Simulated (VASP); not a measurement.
# Sc (I4/mmm) in VASP: a series of runs, part 2 of 2

VASP 6.6.1. Earlier steps stand in the parts before.

### Step 4. Single point, LDA (strain +0.000 along x and y, +0.015 along z)

File INCAR:

```
SYSTEM = Sc
PREC     = Accurate       ! precision mode
ENCUT    = 520            ! plane-wave cutoff, eV
EDIFF    = 1E-6           ! SCF threshold, eV
ISMEAR   = 0              ! smearing method
SIGMA    = 0.15           ! smearing width, eV
LREAL    = .FALSE.        ! projectors in reciprocal space
LASPH    = .TRUE.         ! aspherical terms in the spheres
NELM     = 60             ! most SCF steps
ALGO     = Fast           ! electronic algorithm
ISIF     = 2              ! what is computed and relaxed
LWAVE    = .FALSE.        ! write WAVECAR
LCHARG   = .FALSE.        ! write CHGCAR
NBANDS   = 12             ! bands
```

File KPOINTS:

```
Automatic mesh
0
G
  18 18 18
  0 0 0
```

File POSCAR:

```
Sc
1.0
    0.0000000000      2.2705000000      2.3045575000
    2.2705000000      0.0000000000      2.3045575000
    2.2705000000      2.2705000000      0.0000000000
Sc
1
Direct
    0.0000000000      0.0000000000      0.0000000000
```

Potentials or basis: VASP PAW LDA potentials, release 64 (Sc_sv).

On the command line:

```bash
$ cat potpaw_LDA.64/Sc_sv/POTCAR > POTCAR
$ mpirun -np 1 vasp_std > vasp.out
```

OUTCAR:

```text
SYSTEM = Sc
   PREC = Accurate
   ENCUT = 520
   EDIFF = 1E-6
   ISMEAR = 0
   LREAL = .FALSE.
   LASPH = .TRUE.
   NELM = 60
   ISIF = 2

 ion  position               nearest neighbor table
   1  0.000  0.000  0.000-

  LATTYP: Found a body centered tetragonal cell.
 ALAT       =     3.2109718934
 C/A-ratio  =     1.4354267658

  Lattice vectors:

 A1 = (  -2.2705000000,   0.0000000000,   2.3045575000)
 A2 = (   2.2705000000,   0.0000000000,   2.3045575000)
 A3 = (   0.0000000000,   2.2705000000,  -2.3045575000)

Analysis of symmetry for initial positions (statically):
=====================================================================
 Subroutine PRICEL returns:
 Original cell was already a primitive cell.

 Routine SETGRP: Setting up the symmetry group for a
 body centered tetragonal supercell.

 Subroutine GETGRP returns: Found 16 space group operations
 (whereof 16 operations were pure point group operations)
 out of a pool of 16 trial point group operations.

The static configuration has the point symmetry D_4h.

Analysis of symmetry for dynamics (positions and initial velocities):
=====================================================================
 Subroutine PRICEL returns:
 Original cell was already a primitive cell.

 Routine SETGRP: Setting up the symmetry group for a
 body centered tetragonal supercell.

 Subroutine GETGRP returns: Found 16 space group operations
 (whereof 16 operations were pure point group operations)
 out of a pool of 16 trial point group operations.

The dynamic configuration has the point symmetry D_4h.

 Subroutine INISYM returns: Found 16 space group operations
 (whereof 16 operations are pure point group operations),
 and found     1 'primitive' translations

----------------------------------------------------------------------------------------

                                     Primitive cell

  volume of cell :      23.7608

  direct lattice vectors                    reciprocal lattice vectors
     0.000000000  2.270500000  2.304557500    -0.220215811  0.220215811  0.216961391
     2.270500000  0.000000000  2.304557500     0.220215811 -0.220215811  0.216961391
     2.270500000  2.270500000  0.000000000     0.220215811  0.220215811 -0.216961391

  length of vectors
     3.235143818  3.235143818  3.210971893     0.379555335  0.379555335  0.379555335

  position of ions in fractional coordinates (direct lattice)
     0.000000000  0.000000000  0.000000000

  ion indices of the primitive-cell ions
   primitive index   ion index
                 1           1

----------------------------------------------------------------------------------------

 KPOINTS: Automatic mesh

Automatic generation of k-mesh.
 Grid dimensions read from file:
 generate k-points for:   18   18   18

 Generating k-lattice:

  Cartesian coordinates                     Fractional coordinates (reciprocal lattice)
    -0.012234212  0.012234212  0.012053411     0.055555556  0.000000000  0.000000000
     0.012234212 -0.012234212  0.012053411     0.000000000  0.055555556  0.000000000
     0.012234212  0.012234212 -0.012053411    -0.000000000 -0.000000000  0.055555556

  Length of vectors
     0.021086407  0.021086407  0.021086407

  Shift w.r.t. Gamma in fractional coordinates (k-lattice)
     0.000000000  0.000000000  0.000000000

 Subroutine IBZKPT returns following result:
 ===========================================

 Found    480 irreducible k-points:

 Following reciprocal coordinates:
            Coordinates               Weight
  0.000000  0.000000  0.000000      1.000000
  0.055556  0.000000  0.000000      8.000000
  0.111111  0.000000  0.000000      8.000000
  0.166667  0.000000  0.000000      8.000000
  0.222222  0.000000  0.000000      8.000000
  0.277778  0.000000  0.000000      8.000000
[... 16 lines left out ...]
 -0.277778  0.055556  0.000000      8.000000
 -0.222222  0.055556  0.000000      8.000000
 [... further k-points ...]
   k-points           NKPTS =    480   k-points in BZ     NKDIM =    480   number of bands    NBANDS=     12
   number of dos      NEDOS =    301   number of ions     NIONS =      1
   total plane-waves  NPLWV =  13824
   dimension x,y,z NGX =    24 NGY =   24 NGZ =   24
   dimension x,y,z NGXF=    48 NGYF=   48 NGZF=   48
   ions per type =               1
   NGX,Y,Z   is equivalent  to a cutoff of  12.33, 12.33, 12.43 a.u.
   NGXF,Y,Z  is equivalent  to a cutoff of  24.67, 24.67, 24.85 a.u.
 SYSTEM =  Sc
   PREC   = accura    normal or accurate (medium, high low for compatibility)
   ISTART =      0    job   : 0-new  1-cont  2-samecut
   ICHARG =      2    charge: 1-file 2-atom 10-const
   ISPIN  =      1    spin polarized calculation?
   LNONCOLLINEAR =      F non collinear calculations
   LSORBIT =      F    spin-orbit coupling
   LASPH  =      T    aspherical Exc in radial PAW
   ENCUT  =  520.0 eV  38.22 Ry    6.18 a.u.   6.02  6.02  5.97*2*pi/ulx,y,z
   NELM   =     60;   NELMIN=  2; NELMDL= -5     # of ELM steps
   EDIFF  = 0.1E-05   stopping-criterion for ELM
   LREAL  =      F    real-space projection
   EDIFFG = 0.1E-04   stopping-criterion for IOM
   NSW    =      0    number of steps for IOM
   IBRION =     -1    ionic relax: 0-MD 1-quasi-New 2-CG
   NFREE  =      0    steps in history (QN), initial steepest desc. (CG)
   ISIF   =      2    stress and relaxation
   ISYM   =      2    0-nonsym 1-usesym 2-fastsym
   POTIM  = 0.5000    time-step for ionic-motion
   TEBEG  =    0.0;   TEEND  =   0.0 temperature during run
   PSTRESS=    0.0 pullay stress
   NELECT =      11.0000    total number of electrons
   NUPDOWN=      -1.0000    fix difference up-down
   EMIN   =  10.00;   EMAX   =-10.00  energy-range for DOS
   EFERMI =   0.00;   METHOD = LEGACY
   ISMEAR =     0;   SIGMA  =   0.15  broadening in eV -4-tet -1-fermi 0-gaus
   EFERMI_NEDOS =   21; number of points for ismear=-14 and -15
   IALGO  =     68    algorithm
   IMIX   =      4    mixing-type and parameters
     AMIX     =   0.40;   BMIX     =  1.00
     AMIX_MAG =   1.60;   BMIX_MAG =  1.00
  volume/ion in A,a.u.               =      23.76       160.35
  Fermi-wavevector in a.u.,A,eV,Ry     =   1.266443  2.393230 21.822072  1.603877
  Thomas-Fermi vector in A             =   2.399643
   LORBIT       =      0    0 simple, 1 ext, 2 COOP (PROOUT), +10 PAW based schemes
   GGA     = CA    functional components
   LHFCALC =     F    Hartree Fock is set to
   AEXX    =    0.0000 exact exchange contribution
   IVDW    =     0    specifies the selected vdW correction
   LEPSILON=     F    determine dielectric tensor
   LRPA    =     F    only Hartree local field effects (RPA)
 non-spin polarized calculation
 RMM-DIIS sequential band-by-band and
 Gauss-broadening in eV      SIGMA  =   0.15
  energy-cutoff  :      520.00
  volume of cell :       23.76
 maximum number of plane-waves:       654
   NGX = 13   NGY = 13   NGZ = 11

 number of electron      10.9999997 magnetization

 Free energy of the ion-electron system (eV)
  ---------------------------------------------------
  ext. energy  EPLUGINS =         0.00000000
  ---------------------------------------------------
  free energy    TOTEN  =        -6.68071694 eV

  energy without entropy =       -6.66019316  energy(sigma->0) =       -6.67045505

 E-fermi :   3.7411     XC(G=0): -10.2912

 val. band max:        3.7389326007   @ k =  -0.4444   0.3333   0.1667
 cond. band min:       3.7425317800   @ k =  -0.2222   0.2222   0.1667
 fundamental gap:      0.0035991793
 Fermi energy:         3.7410568451

 k-point     1 :       0.0000    0.0000    0.0000
  band No.  band energies     occupation
      1     -44.9944      2.00000
      2     -23.7223      2.00000
      3     -23.7220      2.00000
      4     -23.7220      2.00000
      5      -1.4693      2.00000
      6       5.2459      0.00000
      7       5.3478      0.00000
      8       5.3478      0.00000
      9       6.6918      0.00000
     10       6.8120      0.00000
     11      16.5481      0.00000
     12      19.8552      0.00000
[... 331 lines left out ...]
 k-point    24 :      -0.2222    0.0556    0.0000
  band No.  band energies     occupation
      1     -44.9580      2.00000
      2     -23.9488      2.00000
      3     -23.7673      2.00000
      4     -23.7436      2.00000
      5      -0.0010      2.00000
      6       4.4730      0.00000
      7       5.4458      0.00000
      8       5.6425      0.00000
      9       6.5889      0.00000
     10       6.9697      0.00000
     11      14.7287      0.00000
     12      17.1098      0.00000

 [... further k-points ...]
[... 5 lines left out ...]
  --------------------------------------------------------------------------------------
  -------------------------------------------------------------------------------------
  Total       -0.4396039     -0.4396039     -0.5099391      0.0000000      0.0000000      0.0000000
  in kB      -29.6422743    -29.6422743    -34.3849425      0.0000000      0.0000000      0.0000000
  external PRESSURE =     -31.2231637 kB  Pullay stress =       0.0000000 kB

 VOLUME and BASIS-vectors are now :
 -----------------------------------------------------------------------------
  energy-cutoff  :      520.00
  volume of cell :       23.76
      direct lattice vectors                 reciprocal lattice vectors
     0.000000000  2.270500000  2.304557500    -0.220215811  0.220215811  0.216961391
     2.270500000  0.000000000  2.304557500     0.220215811 -0.220215811  0.216961391
     2.270500000  2.270500000  0.000000000     0.220215811  0.220215811 -0.216961391

 POSITION                                       TOTAL-FORCE (eV/Angst)
 -----------------------------------------------------------------------------------
      0.00000      0.00000      0.00000        -0.000000      0.000000      0.000000
 -----------------------------------------------------------------------------------
    total drift:                                0.000000      0.000000      0.000000

  FREE ENERGIE OF THE ION-ELECTRON SYSTEM (eV)
  ---------------------------------------------------
  free  energy   TOTEN  =        -6.6807169421 eV

  energy  without entropy=       -6.6601931576  energy(sigma->0) =       -6.67045505
```

Wall time 34 s (1 thread of Intel Xeon 6975P-C (Granite Rapids), shared host); peak memory 0.23 GiB.

Results:

```yaml
Free_energy: -6.6807 eV
Pressure: -3.1 GPa
```

Caveat: the cell differs from its parent crystal (strain +0.000 along x and y, +0.015 along z).

### Step 5. Single point, LDA (strain +0.015 along x and y, +0.000 along z)

File INCAR:

```
SYSTEM = Sc
PREC = Accurate ; ENCUT = 520
EDIFF = 1E-6 ; ISMEAR = 0
SIGMA = 0.15 ; LREAL = .False.
LASPH = .True. ; NELM = 100
ALGO = Normal ; ISIF = 2
LWAVE = .False. ; LCHARG = .False.
GGA = CA ; NBANDS = 12
```

File KPOINTS:

```
Automatic mesh
0
Gamma
  18 18 18
  0 0 0
```

File POSCAR:

```
Sc
1.0
    0.0000000000      2.3045575000      2.2705000000
    2.3045575000      0.0000000000      2.2705000000
    2.3045575000      2.3045575000      0.0000000000
Sc
1
Direct
    0.0000000000      0.0000000000      0.0000000000
```

On the command line:

```bash
$ cat potpaw_LDA.64/Sc_sv/POTCAR > POTCAR
$ mpirun -np 1 vasp_std > vasp.out
```

Run time: 29 s. Hardware: 1 thread of Intel Xeon 6975P-C (Granite Rapids), shared host; peak memory 0.23 GiB.

The run converged. Its results:

- Free energy: -6.6732 eV
- Pressure: -3.8 GPa

Stress tensor (GPa, compression positive):
```
-3.94  0.00  0.00
 0.00 -3.94  0.00
 0.00  0.00 -3.50
```

Levels at points of the mesh, in eV from the Fermi level:
```csv
k point,band 3,band 4,band 5,band 6,band 7,band 8
"(0.00, 0.00, 0.00)",-27.51,-27.51,-5.18,1.52,1.52,1.62
"(0.50, 0.00, 0.00)",-27.57,-27.56,-1.81,0.36,1.38,1.49
"(0.50, 0.50, 0.00)",-27.68,-27.68,-1.56,-0.71,2.21,3.88
"(0.50, 0.00, 0.50)",-27.67,-27.66,-1.58,-0.68,1.99,3.89
```

Caveat: the cell differs from its parent crystal (strain +0.015 along x and y, +0.000 along z).

### Step 6. Single point, LDA (strain +0.030 along x and y, +0.000 along z)

File INCAR:

```
PREC = Accurate
ENCUT = 520
EDIFF = 1E-6
ISMEAR = 0
SIGMA = 0.15
LREAL = False
LASPH = True
NELM = 100
ALGO = Normal
ISIF = 2
LWAVE = False
LCHARG = True
GGA = CA
LELF = True
LVHAR = True
NBANDS = 12
```

File KPOINTS:

```
Automatic mesh
0
Gamma
  18 18 18
```

File POSCAR:

```
Sc
1.0
    0.0000000000      2.3386150000      2.2705000000
    2.3386150000      0.0000000000      2.2705000000
    2.3386150000      2.3386150000      0.0000000000
Sc
1
Direct
    0.0000000000      0.0000000000      0.0000000000
```

Potentials or basis: VASP PAW LDA potentials, release 64 (Sc_sv).

On the command line:

```bash
$ cat potpaw_LDA.64/Sc_sv/POTCAR > POTCAR
$ mpirun -np 1 vasp_std > vasp.out
```

It took 40 s on 1 thread of Intel Xeon 6975P-C (Granite Rapids), shared host; peak memory 0.24 GiB.

It converged, with:

- Free energy: -6.6526 eV
- Pressure: -5.1 GPa

Stress tensor (GPa, compression positive):
```
-5.34  0.00  0.00
 0.00 -5.34  0.00
 0.00  0.00 -4.51
```

Levels at points of the mesh, in eV from the Fermi level:
```tsv
k point	band 3	band 4	band 5	band 6	band 7	band 8
(0.00, 0.00, 0.00)	-27.61	-27.61	-5.13	1.45	1.45	1.64
(0.50, 0.00, 0.00)	-27.67	-27.65	-1.77	0.31	1.30	1.51
(0.50, 0.50, 0.00)	-27.76	-27.76	-1.48	-0.69	2.24	3.75
(0.50, 0.00, 0.50)	-27.75	-27.73	-1.53	-0.63	1.82	3.75
```

Caveat: the cell differs from its parent crystal (strain +0.030 along x and y, +0.000 along z).

### Step 7. The runs side by side

```csv
cell,gap on the mesh (eV),pressure (GPa)
"a = 3.163, b = 3.163, c = 3.211 Å, angles 59.5, 59.5, 61.0°, 1 atom",none,-0.7
"a = 3.187, b = 3.187, c = 3.163 Å, angles 60.3, 60.3, 59.5°, 1 atom",none,-0.8
"a = 3.235, b = 3.235, c = 3.211 Å, angles 60.2, 60.2, 59.5°, 1 atom",none,-3.1
"a = 3.235, b = 3.235, c = 3.259 Å, angles 59.8, 59.8, 60.5°, 1 atom",none,-3.8
"a = 3.259, b = 3.259, c = 3.307 Å, angles 59.5, 59.5, 61.0°, 1 atom",none,-5.1
```

Alike in all rows: task single point; level LDA; potentials or basis VASP PAW LDA potentials, release 64 (Sc_sv); no spin polarisation; k mesh 18 × 18 × 18; cutoff (eV) 520; smearing gaussian 0.15 eV.

Absolute energies hang on the potentials; compare differences alone.
